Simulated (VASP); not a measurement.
Input of a VASP 6.6.1 run:

The input POSCAR:

```
SiC
1.0
    3.0754286136      0.0000000000      0.0000000000
   -1.5377143068      2.6633993069      0.0000000000
    0.0000000000      0.0000000000      5.0480404428
Si C
2 2
Direct
    0.3333333333      0.6666666667      0.0045956716
    0.6666666667      0.3333333333      0.5045956716
    0.3333333333      0.6666666667      0.3804043284
    0.6666666667      0.3333333333      0.8804043284
```

INCAR.step1

```
SYSTEM = SiC
  PREC = Accurate
  ENCUT = 520
  ISMEAR = 0
  SIGMA = 0.02
  LREAL = .FALSE.
  LASPH = .TRUE.
  NELM = 60
  NBANDS = 16
  GGA = PE
  ALGO = Normal
  EDIFF = 1E-4
  LWAVE = .TRUE.
  LCHARG = .FALSE.
```

The input INCAR.step2:

```
SYSTEM = SiC
  PREC = Accurate
  ENCUT = 520
  EDIFF = 1E-7
  ISMEAR = 0
  SIGMA = 0.02
  LREAL = .FALSE.
  LASPH = .TRUE.
  NELM = 60
  ALGO = Normal
  ISIF = 2
  LWAVE = .FALSE.
  LCHARG = .FALSE.
  METAGGA = R2SCAN
  LMIXTAU = .TRUE.
  NBANDS = 16
  ISTART = 1
```

The input KPOINTS:

```
regular mesh
0
G
  9 9 6
  0 0 0
```

Potentials or basis: VASP PAW PBE potentials, release 64 (Si, C).

Command:

```sh
$ cat potpaw_PBE.64/Si/POTCAR potpaw_PBE.64/C/POTCAR > POTCAR
$ cp INCAR.step1 INCAR
$ mpirun -np 1 vasp_std > vasp.out
$ cp INCAR.step2 INCAR
$ mpirun -np 1 vasp_std > vasp.out
```

Problem. What does it give for the pressure?

Solution. -0.2 GPa.

Problem. Estimate the band gap on the k mesh.

Solution. 2.66 eV (least direct gap 4.52 eV).

Caveat: the PAW data sets were made with another functional, which shifts forces and pressure a little; an odd mesh through Γ misses points on the zone boundary, where band edges can lie.
